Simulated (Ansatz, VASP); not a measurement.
# One calculation of Al2Cu, two programs

INCAR

```
  PREC = Accurate
  ENCUT = 520
  EDIFF = 1E-6
  ISMEAR = 0
  SIGMA = 0.15
  LREAL = False
  LASPH = True
  NELM = 100
  ALGO = Fast
  ISIF = 2
  LWAVE = False
  LCHARG = False
  NBANDS = 16
```

The input KPOINTS:

```
regular mesh
0
Gamma
  14 14 14
```

Contents of POSCAR:

```
Al2Cu
1.0
   -2.0481706565      2.0481706565      2.6366493870
    2.0481706565     -2.0481706565      2.6366493870
    2.1014948607      2.1014948607     -2.6366493870
Al Cu
2 1
Direct
    0.7500000000      0.2500000000      0.5000000000
    0.2500000000      0.7500000000      0.5000000000
    0.5000000000      0.5000000000      0.0000000000
```

Input for Ansatz:

```yaml
crystal:
  lattice:
    - [-2.0481706565, 2.0481706565, 2.636649387]
    - [2.0481706565, -2.0481706565, 2.636649387]
    - [2.1014948607, 2.1014948607, -2.636649387]
  atoms:
    - { symbol: Al, position: [0.75, 0.25, 0.5] }
    - { symbol: Al, position: [0.25, 0.75, 0.5] }
    - { symbol: Cu, position: [0.5, 0.5, 0.0] }
basis:
  ecutwfc: 520.0
kpoints:
  mp_grid: { grid: [14, 14, 14] }
hamiltonian:
  xc: lda
  pseudopotentials: { kind: paw, azcp: { folder: soft_1 } }
scf:
  occupations: { method: gaussian, width: 0.15 }
output:
  forces: true
  stress: true
  eigenvalues: true
```

Change from the starting cell: strain +e along x and -e along y -0.0133, strain +e along z and -e/2 along x and y -0.0700.

Alike in both runs: task single point; functional LDA; k mesh 14 × 14 × 14; occupations gaussian, width 0.15 eV; no spin polarisation.

|  | VASP | Ansatz |
| --- | --- | --- |
| version | VASP 6.6.1 | Ansatz 0.2.0 |
| potentials or method | VASP PAW LDA potentials, release 64 (Al, Cu), cutoff 520 eV | scalar-relativistic, plane waves, PAW |
| valence electrons in the cell | 17 | 25 |

```tsv
	VASP	Ansatz	Ansatz less VASP
gap on the k mesh at the Fermi level (eV)	none	none	-
pressure (GPa)	1.9	1.3	-0.53
traceless stress, the component that is largest in VASP (GPa)	9.23	9.30	+0.064
```

Ansatz warns that its potentials were made for another functional, while VASP's fit it. LDA's correlation is that of Perdew and Zunger in VASP and of Perdew and Wang (1992) in Ansatz. A gap of «none» marks a metal or a gap that the smearing closes. VASP's potentials hold 17 valence electrons a cell and Ansatz's 25, so a difference there can come from the potentials and not from the codes.
